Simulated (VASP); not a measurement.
## Al: single point with PBE

The system is Al.

```
CELL_PARAMETERS angstrom
0.00000 2.02481 2.02481
2.02481 0.00000 2.02481
2.02481 2.02481 0.00000
ATOMIC_POSITIONS crystal
Al 0.00000 0.00000 0.00000
```

```
Program                : VASP 6.6.1
Task                   : single point
Functional             : PBE
Potentials or basis    : VASP PAW PBE potentials, release 64 (Al)
Cutoff                 : 520 eV
k mesh                 : 11 × 11 × 11
Occupations            : gaussian, width 0.022 eV
Spin                   : no spin polarisation
Dipole correction      : no
Further INCAR settings : ALGO = Fast; EDIFF = 1e-07; NBANDS = 8
```

```yaml
Pressure: -0.5 GPa
```

Levels at points of the mesh, in eV from the Fermi level:
| k point | band 1 | band 2 | band 3 | band 4 | band 5 | band 6 |
| --- | --- | --- | --- | --- | --- | --- |
| (0.00, 0.00, 0.00) | -11.11 | 12.56 | 12.56 | 12.56 | 14.01 | 14.01 |

Run time: 9.3 s on 1 thread of Intel Xeon 8259CL (shared host), peak memory 0.13 GiB.
